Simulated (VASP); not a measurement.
Here is a VASP 6.6.1 calculation.

Contents of INCAR:

```
ALGO     = Normal         # electronic algorithm
EDIFF    = 1E-6           # SCF threshold, eV
EDIFFG   = -0.01          # ionic threshold
ENCUT    = 600            # plane-wave cutoff, eV
GGA      = PE             # functional
IBRION   = 2              # ionic algorithm
ISIF     = 3              # what is computed and relaxed
ISMEAR   = 0              # smearing method
LASPH    = True           # aspherical terms in the spheres
LCHARG   = False          # write CHGCAR
LREAL    = False          # projectors in reciprocal space
LWAVE    = False          # write WAVECAR
NELM     = 80             # most SCF steps
NSW      = 100            # ionic steps
PREC     = Accurate       # precision mode
SIGMA    = 0.1            # smearing width, eV
```

File KPOINTS:

```
k-points
0
Gamma
  18 18 18
```

File POSCAR:

```
Sb
1.0
    2.1606741164     -2.2317113620      0.0000000000
    2.1606741164      2.2317113620      0.0000000000
    0.0000000000      0.0000000000      3.1135948206
Sb
1
Direct
    0.0000000000      0.0000000000      0.0000000000
```

Potentials or basis: VASP PAW PBE potentials, release 64 (Sb).

Launch:

```bash
$ cat potpaw_PBE.64/Sb/POTCAR > POTCAR
$ mpirun -np 1 vasp_std > vasp.out
```

**Question.** What does it give for the relaxed volume?

**Answer.** 30.06 Å³/atom.

**Question.** What does it give for the band gap on the k mesh?

**Answer.** Zero (an odd number of electrons rules out a gap without spin polarisation).

**Question.** What does it give for the space group after relaxing (to 0.1 Å)?

**Answer.** Pm-3m (No. 221).

**Question.** What does it give for the relaxed cell?

**Answer.** a = 3.110 Å, b = 3.110 Å, c = 3.108 Å, α = 90.00°, β = 90.00°, γ = 89.98°.

Final structure:
```cif
data_structure
_symmetry_space_group_name_H-M 'P 1'
_symmetry_Int_Tables_number 1
_cell_length_a 3.1097
_cell_length_b 3.1097
_cell_length_c 3.1081
_cell_angle_alpha 90.000
_cell_angle_beta 90.000
_cell_angle_gamma 89.979
_cell_volume 30.06
loop_
_atom_site_label
_atom_site_type_symbol
_atom_site_fract_x
_atom_site_fract_y
_atom_site_fract_z
_atom_site_occupancy
Sb1 Sb 0.00000 0.00000 0.00000 1
```

Caveat: spin-orbit coupling is left out, which moves the levels of the heavy elements.
